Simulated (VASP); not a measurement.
# SiC20 in VASP: further runs, part 3 of 3

VASP 6.6.1.

## 4. Single point, LDA

The input, INCAR:

```
SYSTEM = SiC20
PREC = Accurate
ENCUT = 520
EDIFF = 1E-6
ISMEAR = 0
SIGMA = 0.1
LREAL = Auto
LASPH = .TRUE.
NELM = 100
ALGO = Normal
ISIF = 2
LWAVE = .FALSE.
LCHARG = .FALSE.
LDIPOL = .TRUE.
IDIPOL = 3
DIPOL = 0.5 0.5 0.322
NBANDS = 58
```

The input, KPOINTS:

```
regular mesh
0
G
  6 4 1
  0 0 0
```

The input, POSCAR:

```
SiC20
1.0
    4.8886397374      0.0000000000      0.0000000000
    0.0000000000      6.7320639185      0.0000000000
    0.0000000000      0.0000000000     19.8779297502
C Si
20 1
Direct
    0.1873445658      0.7499862731      0.2012281988
    0.6873445658      0.7499862731      0.2012281988
    0.3122616418      0.2500137269      0.2189744258
    0.8122616418      0.2500137269      0.2189744258
    0.0622461176      0.2500137269      0.2544882356
    0.5622461176      0.2500137269      0.2544882356
    0.1871631936      0.7499862731      0.2722344626
    0.6871631936      0.7499862731      0.2722344626
    0.4371476695      0.7499862731      0.3077482725
    0.9371476696      0.7499862731      0.3077482725
    0.0327331600      0.2593588811      0.3267972099
    0.5327331600      0.2593588811      0.3267972099
    0.2778387656      0.2880713332      0.3614247234
    0.7778387656      0.2880713332      0.3614247234
    0.4611295625      0.6809589459      0.3746072660
    0.9611295625      0.6809589459      0.3746072660
    0.2151187046      0.6005973959      0.3990088605
    0.7151187046      0.6005973959      0.3990088605
    0.2458331930      0.4038298762      0.4214689284
    0.7458331930      0.4038298762      0.4214689284
    0.4958331930      0.6538298762      0.4828957709
```

Potentials or basis: VASP PAW LDA potentials, release 64 (C, Si).

Command:

```console
cat potpaw_LDA.64/C/POTCAR potpaw_LDA.64/Si/POTCAR > POTCAR
mpirun -np 1 vasp_std > vasp.out
```

OUTCAR:

```text
SYSTEM = SiC20
   PREC = Accurate
   ENCUT = 520
   EDIFF = 1E-6
   ISMEAR = 0
   LREAL = Auto
   LASPH = .TRUE.
   NELM = 100
   ISIF = 2

 ion  position               nearest neighbor table
   1  0.187  0.750  0.201-   7 1.41
   2  0.687  0.750  0.201-   8 1.41
   3  0.312  0.250  0.219-   6 1.41   5 1.41
   4  0.812  0.250  0.219-   5 1.41   6 1.41
   5  0.062  0.250  0.254-   4 1.41   3 1.41  11 1.45
   6  0.562  0.250  0.254-   3 1.41   4 1.41  12 1.45
   7  0.187  0.750  0.272-   9 1.41   1 1.41  10 1.41
   8  0.687  0.750  0.272-  10 1.41   2 1.41   9 1.41
   9  0.437  0.750  0.308-   7 1.41   8 1.41  15 1.41
  10  0.937  0.750  0.308-   8 1.41   7 1.41  16 1.41
  11  0.033  0.259  0.327-  13 1.40  14 1.44   5 1.45
  12  0.533  0.259  0.327-  14 1.40  13 1.44   6 1.45
  13  0.278  0.288  0.361-  11 1.40  19 1.43  12 1.44
  14  0.778  0.288  0.361-  12 1.40  20 1.43  11 1.44
  15  0.461  0.681  0.375-  17 1.41   9 1.41  18 1.44  21 2.17
  16  0.961  0.681  0.375-  18 1.41  10 1.41  17 1.44
  17  0.215  0.601  0.399-  15 1.41  19 1.41  16 1.44  21 2.19
  18  0.715  0.601  0.399-  16 1.41  20 1.41  15 1.44  21 2.01
  19  0.246  0.404  0.421-  17 1.41  13 1.43  21 2.41
  20  0.746  0.404  0.421-  18 1.41  14 1.43  21 2.41
  21  0.496  0.654  0.483-  18 2.01  15 2.17  17 2.19  19 2.41  20 2.41

  LATTYP: Found a simple orthorhombic cell.
 ALAT       =     4.8886397374
 B/A-ratio  =     1.3770832543
 C/A-ratio  =     4.0661473985

  Lattice vectors:

 A1 = (   4.8886397374,   0.0000000000,   0.0000000000)
 A2 = (   0.0000000000,   6.7320639185,   0.0000000000)
 A3 = (   0.0000000000,   0.0000000000,  19.8779297502)

Analysis of symmetry for initial positions (statically):
=====================================================================
 Subroutine PRICEL returns:
 Original cell was already a primitive cell.

 Routine SETGRP: Setting up the symmetry group for a
 simple orthorhombic supercell.

 Subroutine GETGRP returns: Found  1 space group operations
 (whereof  1 operations were pure point group operations)
 out of a pool of  8 trial point group operations.

The static configuration has the point symmetry C_1 .

Analysis of symmetry for dynamics (positions and initial velocities):
=====================================================================
 Subroutine PRICEL returns:
 Original cell was already a primitive cell.

 Routine SETGRP: Setting up the symmetry group for a
 simple orthorhombic supercell.

 Subroutine GETGRP returns: Found  1 space group operations
 (whereof  1 operations were pure point group operations)
 out of a pool of  8 trial point group operations.

The dynamic configuration has the point symmetry C_1 .

 Subroutine INISYM returns: Found  1 space group operations
 (whereof  1 operations are pure point group operations),
 and found     1 'primitive' translations

----------------------------------------------------------------------------------------

                                     Primitive cell

  volume of cell :     654.1953

  direct lattice vectors                    reciprocal lattice vectors
     4.888639737  0.000000000  0.000000000     0.204555879  0.000000000  0.000000000
     0.000000000  6.732063918  0.000000000     0.000000000  0.148542856  0.000000000
[... 96 lines left out ...]
   total plane-waves  NPLWV = 270000
   dimension x,y,z NGX =    36 NGY =   50 NGZ =  150
   dimension x,y,z NGXF=    72 NGYF=  100 NGZF=  300
   ions per type =              20   1
   NGX,Y,Z   is equivalent  to a cutoff of  12.24, 12.35, 12.55 a.u.
   NGXF,Y,Z  is equivalent  to a cutoff of  24.48, 24.69, 25.09 a.u.
 SYSTEM =  SiC20
   PREC   = accura    normal or accurate (medium, high low for compatibility)
   ISTART =      0    job   : 0-new  1-cont  2-samecut
   ICHARG =      2    charge: 1-file 2-atom 10-const
   ISPIN  =      1    spin polarized calculation?
   LNONCOLLINEAR =      F non collinear calculations
   LSORBIT =      F    spin-orbit coupling
   LASPH  =      T    aspherical Exc in radial PAW
   ENCUT  =  520.0 eV  38.22 Ry    6.18 a.u.   9.09 12.52 36.96*2*pi/ulx,y,z
   NELM   =    100;   NELMIN=  2; NELMDL= -5     # of ELM steps
   EDIFF  = 0.1E-05   stopping-criterion for ELM
   LREAL  =      T    real-space projection
   EDIFFG = 0.1E-04   stopping-criterion for IOM
   NSW    =      0    number of steps for IOM
   IBRION =     -1    ionic relax: 0-MD 1-quasi-New 2-CG
   NFREE  =      0    steps in history (QN), initial steepest desc. (CG)
   ISIF   =      2    stress and relaxation
   ISYM   =      2    0-nonsym 1-usesym 2-fastsym
   POTIM  = 0.5000    time-step for ionic-motion
   TEBEG  =    0.0;   TEEND  =   0.0 temperature during run
   PSTRESS=    0.0 pullay stress
   NELECT =      84.0000    total number of electrons
   NUPDOWN=      -1.0000    fix difference up-down
   EMIN   =  10.00;   EMAX   =-10.00  energy-range for DOS
   EFERMI =   0.00;   METHOD = LEGACY
   ISMEAR =     0;   SIGMA  =   0.10  broadening in eV -4-tet -1-fermi 0-gaus
   EFERMI_NEDOS =   21; number of points for ismear=-14 and -15
   IALGO  =     38    algorithm
   IMIX   =      4    mixing-type and parameters
     AMIX     =   0.40;   BMIX     =  1.00
     AMIX_MAG =   1.60;   BMIX_MAG =  1.00
  volume/ion in A,a.u.               =      31.15       210.23
  Fermi-wavevector in a.u.,A,eV,Ry     =   0.825909  1.560741  9.280880  0.682125
  Thomas-Fermi vector in A             =   1.937849
   LORBIT       =      0    0 simple, 1 ext, 2 COOP (PROOUT), +10 PAW based schemes
   GGA     = CA    functional components
   LHFCALC =     F    Hartree Fock is set to
   AEXX    =    0.0000 exact exchange contribution
   IVDW    =     0    specifies the selected vdW correction
   LEPSILON=     F    determine dielectric tensor
   LRPA    =     F    only Hartree local field effects (RPA)
 non-spin polarized calculation
 Gauss-broadening in eV      SIGMA  =   0.10
  energy-cutoff  :      520.00
  volume of cell :      654.20
 maximum number of plane-waves:     17652
   NGX = 19   NGY = 25   NGZ = 73

 number of electron      83.9999998 magnetization

 dipolmoment           0.000000      0.000000     -0.603114 electrons x Angstroem

 Free energy of the ion-electron system (eV)
  ---------------------------------------------------
  ext. energy  EPLUGINS =         0.00000000
  ---------------------------------------------------
  free energy    TOTEN  =      -178.94960870 eV

  energy without entropy =     -178.88504729  energy(sigma->0) =     -178.91732800

 E-fermi :  -2.9048     XC(G=0):  -4.0849

 val. band max:       -2.9082987796   @ k =   0.3333   0.0000   0.0000
 cond. band min:      -2.8968624433   @ k =   0.3333  -0.2500   0.0000
 fundamental gap:      0.0114363363
 Fermi energy:        -2.9047680833

 k-point     1 :       0.0000    0.0000    0.0000
  band No.  band energies     occupation
      1     -22.8249      2.00000
      2     -21.1669      2.00000
      3     -20.2773      2.00000
      4     -18.9507      2.00000
      5     -18.6033      2.00000
      6     -17.9865      2.00000
[... 787 lines left out ...]
     53       0.9569      0.00000
     54       1.6656      0.00000
 [bands above 54 left out]

------------------------ aborting loop because EDIFF is reached ----------------------------------------

 vacuum level on the upper side and lower side of the slab       (xc-potential included)        -1.717         1.493

  FORCE on cell =-STRESS in cart. coord.  units (eV):
  Direction    XX          YY          ZZ          XY          YZ          ZX
  --------------------------------------------------------------------------------------
  -------------------------------------------------------------------------------------
  Total       -8.9535821      6.3124494     -4.8058738      6.4773023     -2.4195665      1.6199321
  in kB      -21.9280488     15.4597006    -11.7699748     15.8634385     -5.9257146      3.9673450
  external PRESSURE =      -6.0794410 kB  Pullay stress =       0.0000000 kB

 VOLUME and BASIS-vectors are now :
 -----------------------------------------------------------------------------
  energy-cutoff  :      520.00
  volume of cell :      654.20
      direct lattice vectors                 reciprocal lattice vectors
     4.888639737  0.000000000  0.000000000     0.204555879  0.000000000  0.000000000
     0.000000000  6.732063918  0.000000000     0.000000000  0.148542856  0.000000000
     0.000000000  0.000000000 19.877929750     0.000000000  0.000000000  0.050307050

 POSITION                                       TOTAL-FORCE (eV/Angst)
 -----------------------------------------------------------------------------------
      0.91586      5.04896      4.00000         0.021170     -0.047770      1.411944
      3.36018      5.04896      4.00000         0.206378     -0.020917      1.474975
      1.52653      1.68311      4.35276        -0.176448      0.092860      2.054065
      3.97085      1.68311      4.35276        -0.173505      0.043261      2.096053
      0.30430      1.68311      5.05870        -1.153560     -0.371883     -2.141720
      2.74862      1.68311      5.05870        -1.053675     -0.484459     -2.176715
[... 13 lines left out ...]
      3.64611      2.71861      8.37793         1.166221     -1.427545     -0.236590
      2.42395      4.40162      9.59897        -0.566391     -0.727878      0.017526
 -----------------------------------------------------------------------------------
    total drift:                               -0.024888      0.004915      0.047869

  FREE ENERGIE OF THE ION-ELECTRON SYSTEM (eV)
  ---------------------------------------------------
  free  energy   TOTEN  =      -178.9496086999 eV

  energy  without entropy=     -178.8850472946  energy(sigma->0) =     -178.91732800

 vacuum level on the upper side and lower side of the slab         1.412         4.726
```

Wall time 18 min (1 thread of Intel Xeon 6975P-C, shared host); peak memory 0.64 GiB.

Results:

| Property | Result |
| --- | --- |
| Free energy | -178.9496 eV |
| Largest force | 2.640 eV/Å |
| Band gap on the k mesh | zero (band 42 reaches -2.87 eV, above the bottom of band 43 at -3.16 eV) |

Forces in eV/Å, atoms in the order of the input:
```
C    0.021 -0.048  1.412
C    0.206 -0.021  1.475
C   -0.176  0.093  2.054
C   -0.174  0.043  2.096
C   -1.154 -0.372 -2.142
C   -1.054 -0.484 -2.177
C    0.350  1.029 -2.112
C   -0.095  0.907 -2.214
C    0.987 -0.015  0.014
C    1.179 -0.891  1.492
C   -0.087  0.111  0.550
C   -0.035 -0.052  0.219
C    0.623 -0.683 -0.195
C   -0.285 -0.828 -0.249
C   -0.297 -0.275 -2.108
C    0.110  0.776 -1.393
C   -0.447  1.764  1.301
C    0.034  1.942  1.788
C   -0.306 -0.840  0.408
C    1.166 -1.428 -0.237
Si  -0.566 -0.728  0.018
```

Levels at points of the mesh, in eV from the Fermi level:
| k point | band 38 | band 39 | band 40 | band 41 | band 42 | band 43 | band 44 | band 45 | band 46 | band 47 |
| --- | --- | --- | --- | --- | --- | --- | --- | --- | --- | --- |
| (0.00, 0.00, 0.00) | -1.30 | -1.19 | -0.70 | -0.46 | -0.21 | -0.09 | 0.27 | 0.79 | 1.24 | 1.48 |
| (0.50, 0.00, 0.00) | -1.66 | -1.58 | -0.32 | -0.13 | 0.03 | 0.15 | 0.89 | 1.10 | 1.64 | 1.79 |
| (0.00, 0.50, 0.00) | -1.45 | -1.19 | -0.71 | -0.47 | -0.29 | -0.26 | 0.42 | 0.71 | 1.24 | 1.51 |
| (0.50, 0.50, 0.00) | -1.74 | -1.48 | -0.32 | -0.09 | -0.04 | 0.21 | 0.93 | 1.08 | 1.70 | 1.77 |
